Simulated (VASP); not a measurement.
Wanted: the native input for a VASP 6.6.1 run.

```
Task                   : single point
Functional             : PBEsol
Potentials or basis    : VASP PAW PBE potentials, release 64 (Zn, Cu)
Cutoff                 : 520 eV
k mesh                 : 14 × 14 × 14
Occupations            : fermi-dirac, width 0.05 eV
Spin                   : no spin polarisation
Dipole correction      : no
Further INCAR settings : ALGO = Normal; EDIFF = 1e-07; NBANDS = 18
```

The structure of ZnCu lies in POSCAR:

```
ZnCu
1.0
    2.9450000000      0.0000000000      0.0000000000
    0.0000000000      2.9450000000      0.0000000000
    0.0000000000      0.0000000000      2.9744500000
Zn Cu
1 1
Direct
    0.5000000000      0.5000000000      0.5000000000
    0.0000000000      0.0000000000      0.0000000000
```

This cell differs from its parent crystal: zz strain of +1 %.

These files were run (other wordings do the same):

INCAR

```
SYSTEM = ZnCu
ALGO     = Normal         ! electronic algorithm
EDIFF    = 1E-7           ! SCF threshold, eV
ENCUT    = 520            ! plane-wave cutoff, eV
GGA      = PS             ! functional
ISIF     = 2              ! what is computed and relaxed
ISMEAR   = -1             ! smearing method
LASPH    = .True.         ! aspherical terms in the spheres
LCHARG   = .True.         ! write CHGCAR
LELF     = .True.         ! ELF
LREAL    = .False.        ! projectors in reciprocal space
LVHAR    = .True.       
LWAVE    = .False.        ! write WAVECAR
NBANDS   = 18             ! bands
NELM     = 60             ! most SCF steps
PREC     = Accurate       ! precision mode
SIGMA    = 0.05           ! smearing width, eV
```

KPOINTS

```
k-points
0
Gamma
  14 14 14
  0 0 0
```

Potentials or basis: VASP PAW PBE potentials, release 64 (Zn, Cu).

The run is started by

```bash
$ cat potpaw_PBE.64/Zn/POTCAR potpaw_PBE.64/Cu/POTCAR > POTCAR
$ mpirun -np 1 vasp_std > vasp.out
```

It gave:

```
Pressure               : -5.2 GPa
Band gap on the k mesh : zero (an odd number of electrons rules out a gap without spin polarisation)
```

Caveat: the cell differs from its parent crystal (zz strain of +1 %); the cell stands under tension; the PAW data sets were made with another functional, which shifts forces and pressure a little.

It took 3.4 min on 1 thread of Intel Xeon 8259CL, with other jobs on the host, peak memory 0.26 GiB.
